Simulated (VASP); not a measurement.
# AlCo (P4/mmm) in VASP: notebook

AlCo is run at these levels: PBEsol; tasks: single point.

Program: VASP 6.6.1. These are calculated values, not measurements. Logs are shortened: lines on timing, memory, paths and dates and some standing lists are left out, and cuts for length are marked.

## 1. The cell of the first run

It takes space group P4/mmm (No. 123, tetragonal). The conventional cell has a = 2.819 Å, b = 2.819 Å, c = 2.735 Å, α = 90.00°, β = 90.00°, γ = 90.00°. Within 3.2 Å of Al (site symmetry 4/mmm) lie 8 Co at 2.42 Å and 6 Al at 2.73 to 2.82 Å. Co (site symmetry 4/mmm) has 8 Al at 2.42 Å and 6 Co at 2.73 to 2.82 Å within 3.2 Å.

## 2. Single point, PBEsol (strain +0.000 along x and y, -0.030 along z)

File INCAR:

```
SYSTEM = AlCo
ALGO = Fast
EDIFF = 1E-7
ENCUT = 520
GGA = PS
ISIF = 2
ISMEAR = 0
LASPH = .True.
LCHARG = .True.
LELF = .True.
LREAL = .False.
LVHAR = .True.
LWAVE = .False.
NBANDS = 13
NELM = 100
PREC = Accurate
SIGMA = 0.15
```

File KPOINTS:

```
k-points
0
Gamma
  16 16 16
  0 0 0
```

File POSCAR:

```
AlCo
1.0
    2.8194032100      0.0000000000      0.0000000000
    0.0000000000      2.8194032100      0.0000000000
    0.0000000000      0.0000000000      2.7348211137
Al Co
1 1
Direct
    0.0000000000      0.0000000000      0.0000000000
    0.5000000000      0.5000000000      0.5000000000
```

Potentials or basis: VASP PAW PBE potentials, release 64 (Al, Co).

Started as:

```console
$ cat potpaw_PBE.64/Al/POTCAR potpaw_PBE.64/Co/POTCAR > POTCAR
$ mpirun -np 1 vasp_std > vasp.out
```

OUTCAR:

```text
SYSTEM = AlCo
   EDIFF = 1E-7
   ENCUT = 520
   GGA = PS
   ISIF = 2
   ISMEAR = 0
   LASPH = .True.
   LREAL = .False.
   NELM = 100
   PREC = Accurate

 ion  position               nearest neighbor table
   1  0.000  0.000  0.000-   2 2.42   2 2.42   2 2.42   2 2.42   2 2.42   2 2.42   2 2.42   2 2.42

   2  0.500  0.500  0.500-   1 2.42   1 2.42   1 2.42   1 2.42   1 2.42   1 2.42   1 2.42   1 2.42

  LATTYP: Found a simple tetragonal cell.
 ALAT       =     2.8194032100
 C/A-ratio  =     0.9700000000

  Lattice vectors:

 A1 = (   2.8194032100,   0.0000000000,   0.0000000000)
 A2 = (   0.0000000000,   2.8194032100,   0.0000000000)
 A3 = (   0.0000000000,   0.0000000000,   2.7348211137)

Analysis of symmetry for initial positions (statically):
=====================================================================
 Subroutine PRICEL returns:
 Original cell was already a primitive cell.

 Routine SETGRP: Setting up the symmetry group for a
 simple tetragonal supercell.

 Subroutine GETGRP returns: Found 16 space group operations
 (whereof 16 operations were pure point group operations)
 out of a pool of 16 trial point group operations.

The static configuration has the point symmetry D_4h.

Analysis of symmetry for dynamics (positions and initial velocities):
=====================================================================
 Subroutine PRICEL returns:
 Original cell was already a primitive cell.

 Routine SETGRP: Setting up the symmetry group for a
 simple tetragonal supercell.

 Subroutine GETGRP returns: Found 16 space group operations
 (whereof 16 operations were pure point group operations)
 out of a pool of 16 trial point group operations.

The dynamic configuration has the point symmetry D_4h.

 Subroutine INISYM returns: Found 16 space group operations
 (whereof 16 operations are pure point group operations),
 and found     1 'primitive' translations

----------------------------------------------------------------------------------------

                                     Primitive cell

  volume of cell :      21.7392

  direct lattice vectors                    reciprocal lattice vectors
     2.819403210  0.000000000  0.000000000     0.354684990  0.000000000  0.000000000
     0.000000000  2.819403210  0.000000000     0.000000000  0.354684990  0.000000000
     0.000000000  0.000000000  2.734821114     0.000000000  0.000000000  0.365654629

  length of vectors
     2.819403210  2.819403210  2.734821114     0.354684990  0.354684990  0.365654629

  position of ions in fractional coordinates (direct lattice)
     0.000000000  0.000000000  0.000000000
     0.500000000  0.500000000  0.500000000
[... 85 lines left out ...]
   POTIM  = 0.5000    time-step for ionic-motion
   TEBEG  =    0.0;   TEEND  =   0.0 temperature during run
   PSTRESS=    0.0 pullay stress
   NELECT =      12.0000    total number of electrons
   NUPDOWN=      -1.0000    fix difference up-down
   EMIN   =  10.00;   EMAX   =-10.00  energy-range for DOS
   EFERMI =   0.00;   METHOD = LEGACY
   ISMEAR =     0;   SIGMA  =   0.15  broadening in eV -4-tet -1-fermi 0-gaus
   EFERMI_NEDOS =   21; number of points for ismear=-14 and -15
   IALGO  =     68    algorithm
   IMIX   =      4    mixing-type and parameters
     AMIX     =   0.40;   BMIX     =  1.00
     AMIX_MAG =   1.60;   BMIX_MAG =  1.00
  volume/ion in A,a.u.               =      10.87        73.35
  Fermi-wavevector in a.u.,A,eV,Ry     =   1.342932  2.537774 24.537663  1.803467
  Thomas-Fermi vector in A             =   2.471047
   LORBIT       =      0    0 simple, 1 ext, 2 COOP (PROOUT), +10 PAW based schemes
   GGA     = PS    functional components
   LHFCALC =     F    Hartree Fock is set to
   AEXX    =    0.0000 exact exchange contribution
   IVDW    =     0    specifies the selected vdW correction
   LEPSILON=     F    determine dielectric tensor
   LRPA    =     F    only Hartree local field effects (RPA)
 non-spin polarized calculation
 RMM-DIIS sequential band-by-band and
 Gauss-broadening in eV      SIGMA  =   0.15
  energy-cutoff  :      520.00
  volume of cell :       21.74
 maximum number of plane-waves:       610
 NGX is ok and might be reduce to    24
   NGX = 11   NGY = 11   NGZ = 11

 number of electron      12.0000002 magnetization

 Free energy of the ion-electron system (eV)
  ---------------------------------------------------
  ext. energy  EPLUGINS =         0.00000000
  ---------------------------------------------------
  free energy    TOTEN  =       -13.06002284 eV

  energy without entropy =      -13.05038618  energy(sigma->0) =      -13.05520451

 E-fermi :  11.2831     XC(G=0): -12.6957

 val. band max:       11.2764769926   @ k =   0.5000   0.3125   0.0000
 cond. band min:      11.2931573814   @ k =   0.5000   0.3125   0.3125
 fundamental gap:      0.0166803888
 Fermi energy:        11.2830786062

 k-point     1 :       0.0000    0.0000    0.0000
  band No.  band energies     occupation
      1      -0.1912      2.00000
      2       8.0024      2.00000
      3       8.0639      2.00000
      4      10.3322      2.00000
      5      10.4674      2.00000
      6      10.4674      2.00000
      7      17.2130      0.00000
      8      17.2130      0.00000
      9      18.3892      0.00000
     10      20.2169      0.00000
     11      20.3975      0.00000
     12      27.7395      0.00000
     13      33.2212      0.00000
[... 354 lines left out ...]
  band No.  band energies     occupation
      1       4.3640      2.00000
      2       4.6182      2.00000
      3       8.7280      2.00000
      4       9.2610      2.00000
      5       9.6490      2.00000
      6      10.4549      2.00000
      7      11.3998      0.27109
      8      18.7209      0.00000
      9      19.9016      0.00000
     10      23.4341      0.00000
     11      23.6434      0.00000
     12      24.2946      0.00000
     13      28.4739      0.00000

 [... further k-points ...]
[... 5 lines left out ...]
  --------------------------------------------------------------------------------------
  -------------------------------------------------------------------------------------
  Total        0.6800114      0.6800114      1.6048628      0.0000000      0.0000000      0.0000000
  in kB       50.1168136     50.1168136    118.2783338      0.0000000      0.0000000      0.0000000
  external PRESSURE =      72.8373203 kB  Pullay stress =       0.0000000 kB

 VOLUME and BASIS-vectors are now :
 -----------------------------------------------------------------------------
  energy-cutoff  :      520.00
  volume of cell :       21.74
      direct lattice vectors                 reciprocal lattice vectors
     2.819403210  0.000000000  0.000000000     0.354684990  0.000000000  0.000000000
     0.000000000  2.819403210  0.000000000     0.000000000  0.354684990  0.000000000
     0.000000000  0.000000000  2.734821114     0.000000000  0.000000000  0.365654629

 POSITION                                       TOTAL-FORCE (eV/Angst)
 -----------------------------------------------------------------------------------
      0.00000      0.00000      0.00000         0.000000      0.000000      0.000000
      1.40970      1.40970      1.36741         0.000000      0.000000      0.000000
 -----------------------------------------------------------------------------------
    total drift:                                0.000000     -0.000000     -0.000000

  FREE ENERGIE OF THE ION-ELECTRON SYSTEM (eV)
  ---------------------------------------------------
  free  energy   TOTEN  =       -13.0600228437 eV

  energy  without entropy=      -13.0503861772  energy(sigma->0) =      -13.05520451
```

OSZICAR:

```text
N       E                     dE             d eps       ncg     rms          rms(c)
DAV:   1     0.361643238729E+02    0.36164E+02   -0.52520E+03 10671   0.985E+02
DAV:   2    -0.133436738384E+02   -0.49508E+02   -0.45161E+02 11060   0.176E+02
DAV:   3    -0.149685132856E+02   -0.16248E+01   -0.16140E+01 12759   0.366E+01
DAV:   4    -0.149926632978E+02   -0.24150E-01   -0.24144E-01 12453   0.407E+00
DAV:   5    -0.149934615203E+02   -0.79822E-03   -0.79820E-03 13084   0.795E-01    0.138E+01
RMM:   6    -0.175270911561E+02   -0.25336E+01   -0.16826E+01 12543   0.531E+01    0.180E+01
RMM:   7    -0.131015668901E+02    0.44255E+01   -0.49240E+00 11352   0.276E+01    0.281E+00
RMM:   8    -0.130733410892E+02    0.28226E-01   -0.32497E-02 11856   0.147E+00    0.114E+00
RMM:   9    -0.130793731059E+02   -0.60320E-02   -0.45920E-02 12803   0.195E+00    0.124E+00
RMM:  10    -0.130599471641E+02    0.19426E-01   -0.18981E-02 12425   0.185E+00    0.153E-01
RMM:  11    -0.130601616885E+02   -0.21452E-03   -0.12927E-03 14096   0.242E-01    0.144E-01
RMM:  12    -0.130600175647E+02    0.14412E-03   -0.33744E-04 14809   0.164E-01    0.306E-02
RMM:  13    -0.130600279488E+02   -0.10384E-04   -0.93492E-05 13944   0.633E-02    0.410E-02
RMM:  14    -0.130600224332E+02    0.55156E-05   -0.17883E-05 14987   0.378E-02    0.101E-02
RMM:  15    -0.130600236303E+02   -0.11971E-05   -0.69473E-06 15851   0.158E-02    0.127E-02
RMM:  16    -0.130600232084E+02    0.42188E-06   -0.55701E-07 12960   0.545E-03    0.733E-03
RMM:  17    -0.130600228368E+02    0.37153E-06   -0.39287E-07 12285   0.594E-03    0.553E-04
RMM:  18    -0.130600228437E+02   -0.68291E-08   -0.87094E-08  6936   0.235E-03
   1 F= -.13060023E+02 E0= -.13055205E+02  d E =-.963667E-02
```

Wall time 2.4 min (1 thread of Intel Xeon 8259CL, shared host); peak memory 0.24 GiB.

What came out:

```
Free energy            : -13.0600 eV
Pressure               : 7.3 GPa
Band gap on the k mesh : zero (bands 6 and 7 overlap by 2.67 eV)
```

Stress tensor (GPa, compression positive):
```
 5.01  0.00  0.00
 0.00  5.01  0.00
 0.00  0.00 11.83
```

Levels at points of the mesh, in eV from the Fermi level:
```
           k point  band 4  band 5  band 6  band 7  band 8  band 9
(0.00, 0.00, 0.00)   -0.95   -0.82   -0.82    5.93    5.93    7.11
(0.50, 0.00, 0.00)   -1.91   -1.66   -0.70    0.13    8.50   10.59
(0.50, 0.50, 0.00)   -2.92   -1.48   -1.48   -0.32    2.42    3.70
(0.00, 0.00, 0.50)   -1.88   -1.88   -0.80    0.43    8.53   10.68
(0.50, 0.00, 0.50)   -2.60   -1.68   -1.65   -0.21    2.74    4.01
(0.50, 0.50, 0.50)   -0.26   -0.14    2.36    2.36    2.49    4.77
```

Caveat: the cell differs from its parent crystal (strain +0.000 along x and y, -0.030 along z); the cell stands under pressure; the PAW data sets were made with another functional, which shifts forces and pressure a little; the run has no spin polarisation, though such a crystal can be magnetic.

## 3. Single point, PBEsol (strain -0.015 along x and y, +0.000 along z)

File INCAR:

```
ALGO = Normal ; EDIFF = 1E-6
ENCUT = 520 ; GGA = PS
ISIF = 2 ; ISMEAR = 0
LASPH = T ; LCHARG = T
LELF = T ; LREAL = F
LVHAR = T ; LWAVE = F
NBANDS = 13 ; NELM = 80
PREC = Accurate ; SIGMA = 0.15
```

File KPOINTS:

```
k-points
0
Gamma
  16 16 16
```

File POSCAR:

```
AlCo
1.0
    2.7771121618      0.0000000000      0.0000000000
    0.0000000000      2.7771121618      0.0000000000
    0.0000000000      0.0000000000      2.8194032100
Al Co
1 1
Direct
    0.0000000000      0.0000000000      0.0000000000
    0.5000000000      0.5000000000      0.5000000000
```

Potentials or basis: VASP PAW PBE potentials, release 64 (Al, Co).

Started as:

```console
$ cat potpaw_PBE.64/Al/POTCAR potpaw_PBE.64/Co/POTCAR > POTCAR
$ mpirun -np 1 vasp_std > vasp.out
```

OUTCAR:

```text
EDIFF = 1E-6
   ENCUT = 520
   GGA = PS
   ISIF = 2
   ISMEAR = 0
   LASPH = T
   LREAL = F
   NELM = 80
   PREC = Accurate

 ion  position               nearest neighbor table
   1  0.000  0.000  0.000-   2 2.42   2 2.42   2 2.42   2 2.42   2 2.42   2 2.42   2 2.42   2 2.42

   2  0.500  0.500  0.500-   1 2.42   1 2.42   1 2.42   1 2.42   1 2.42   1 2.42   1 2.42   1 2.42

  LATTYP: Found a simple tetragonal cell.
 ALAT       =     2.7771121618
 C/A-ratio  =     1.0152284264

  Lattice vectors:

 A1 = (   2.7771121618,   0.0000000000,   0.0000000000)
[... 563 lines left out ...]
      9      20.3621      0.00000
     10      22.4323      0.00000
     11      23.5133      0.00000
     12      23.6256      0.00000
     13      28.0604      0.00000

 [... further k-points ...]
[... 5 lines left out ...]
  --------------------------------------------------------------------------------------
  -------------------------------------------------------------------------------------
  Total        1.0981561      1.0981561      0.7329080      0.0000000     -0.0000000      0.0000000
  in kB       80.9152989     80.9152989     54.0027690      0.0000000     -0.0000000      0.0000000
  external PRESSURE =      71.9444556 kB  Pullay stress =       0.0000000 kB

 VOLUME and BASIS-vectors are now :
 -----------------------------------------------------------------------------
  energy-cutoff  :      520.00
  volume of cell :       21.74
      direct lattice vectors                 reciprocal lattice vectors
     2.777112162  0.000000000  0.000000000     0.360086285  0.000000000  0.000000000
     0.000000000  2.777112162  0.000000000     0.000000000  0.360086285  0.000000000
     0.000000000  0.000000000  2.819403210     0.000000000  0.000000000  0.354684990

 POSITION                                       TOTAL-FORCE (eV/Angst)
 -----------------------------------------------------------------------------------
      0.00000      0.00000      0.00000         0.000000      0.000000      0.000000
      1.38856      1.38856      1.40970         0.000000      0.000000      0.000000
 -----------------------------------------------------------------------------------
    total drift:                                0.000000     -0.000000     -0.000000

  FREE ENERGIE OF THE ION-ELECTRON SYSTEM (eV)
  ---------------------------------------------------
  free  energy   TOTEN  =       -13.0673839674 eV

  energy  without entropy=      -13.0584192230  energy(sigma->0) =      -13.06290160
```

Run time: 98 s. Hardware: 1 thread of Intel Xeon 8259CL, shared host; peak memory 0.24 GiB.

What came out:

- Free energy: -13.0674 eV
- Pressure: 7.2 GPa
- Band gap on the k mesh: zero (bands 6 and 7 overlap by 2.62 eV)

Levels at points of the mesh, in eV from the Fermi level:
```
           k point  band 3  band 4  band 5  band 6  band 7  band 8  band 9  band 10
(0.00, 0.00, 0.00)   -3.25   -0.90   -0.90   -0.84    5.92    6.50    6.50     8.97
(0.50, 0.00, 0.00)   -2.60   -1.91   -1.79   -0.77    0.26    8.50   10.62    11.15
(0.50, 0.50, 0.00)   -2.71   -2.71   -1.67   -1.67   -0.22    2.71    4.00    13.25
(0.00, 0.00, 0.50)   -2.63   -1.79   -1.79   -0.72    0.12    8.51   11.10    11.10
(0.50, 0.00, 0.50)   -2.87   -2.77   -1.59   -1.58   -0.28    2.56    3.85    13.65
(0.50, 0.50, 0.50)   -4.21   -0.25   -0.18    2.34    2.40    2.40    4.76     5.67
```

Caveat: the cell differs from its parent crystal (strain -0.015 along x and y, +0.000 along z); the cell stands under pressure; the PAW data sets were made with another functional, which shifts forces and pressure a little; the run has no spin polarisation, though such a crystal can be magnetic. Spin polarisation is off, so any magnetic state and its effect on volume and gap are missing.
